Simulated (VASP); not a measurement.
The system is TaTe.

```
Ta Te
1.0
     3.42009    0.00000    0.00000
     0.00000    3.42009    0.00000
     0.00000    0.00000    3.42009
Ta Te
1 1
Direct
  0.50000 0.50000 0.50000
  0.00000 0.00000 0.00000
```

```yaml
Program: VASP 6.6.1
Task: relaxation of cell and atoms
Functional: B3LYP
Potentials_or_basis: VASP PAW PBE potentials, release 64 (Ta_pv, Te)
Cutoff: 600 eV
k_mesh: 4 × 4 × 4
Occupations: fermi-dirac, width 0.05 eV
Spin: no spin polarisation
```

At the start: pressure 3.6 GPa; volume 20.00 Å³/atom.

**Question.** Where does the relaxation end?

**Answer.** Over 3 steps the energy falls by 5.3 meV/atom and the volume is 20.50 Å³/atom (+2.5 %); space group Pm-3m (No. 221, to 0.1 Å) before and after.

Step by step:
| step | energy change (eV) | largest force (eV/Å) | pressure (GPa) | volume (Å³) |
| --- | --- | --- | --- | --- |
| 1 | 0.0000 | 0.0000 | 3.57 | 40.00 |
| 2 | 0.0166 | 0.0000 | -5.05 | 42.64 |
| 3 | -0.0106 | 0.0000 | -0.05 | 40.99 |

Final structure:
```yaml
crystal:
  lattice:
    - [3.44795, 0.00000, 0.00000]
    - [0.00000, 3.44795, 0.00000]
    - [0.00000, 0.00000, 3.44795]
  atoms:
    - { symbol: Ta, position: [0.50000, 0.50000, 0.50000] }
    - { symbol: Te, position: [0.00000, 0.00000, 0.00000] }
```

Caveat: the k points lie up to 0.46 Å⁻¹ apart in the final cell, too coarse for converged energies and pressures of a metal; the PAW data sets were made with another functional, which shifts forces and pressure a little; an odd number of electrons without spin polarisation forces a metal; a magnetic or distorted state may lie lower.
